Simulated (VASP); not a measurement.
A run of VASP 6.6.1:

POSCAR

```
AlN
1.0
    3.2921477158      0.0000000000      0.0000000000
   -1.6460738579      2.8510835549      0.0000000000
    0.0000000000      0.0000000000      4.1371782522
Al N
2 2
Direct
    0.3333333333      0.6666666667      0.2500000000
    0.6666666667      0.3333333333      0.7500000000
    0.3333333333      0.6666666667      0.7500000000
    0.6666666667      0.3333333333      0.2500000000
```

INCAR.step1

```
PREC = Accurate
ENCUT = 520
ISMEAR = 0
SIGMA = 0.02
LREAL = False
LASPH = True
NELM = 80
NBANDS = 16
GGA = PE
ALGO = Normal
EDIFF = 1E-4
LWAVE = True
LCHARG = False
```

File INCAR.step2:

```
PREC = Accurate
ENCUT = 520
EDIFF = 1E-6
ISMEAR = 0
SIGMA = 0.02
LREAL = False
LASPH = True
NELM = 80
ALGO = Normal
ISIF = 2
LWAVE = False
LCHARG = False
METAGGA = R2SCAN
LMIXTAU = True
NBANDS = 16
ISTART = 1
```

The input KPOINTS:

```
Automatic mesh
0
Gamma
  12 12 6
```

Potentials or basis: VASP PAW PBE potentials, release 64 (Al, N).

Run with:

```bash
$ cat potpaw_PBE.64/Al/POTCAR potpaw_PBE.64/N/POTCAR > POTCAR
$ cp INCAR.step1 INCAR
$ mpirun -np 1 vasp_std > vasp.out
$ cp INCAR.step2 INCAR
$ mpirun -np 1 vasp_std > vasp.out
```

Hardware: 1 thread of Intel(R) Xeon(R) Platinum 8488C (Sapphire Rapids) (shared host).

Task: Estimate the wall time of this run.

Result: It took 56 s on 1 thread of Intel(R) Xeon(R) Platinum 8488C (Sapphire Rapids) (shared host), peak memory 0.17 GiB. Counts: k points 76.
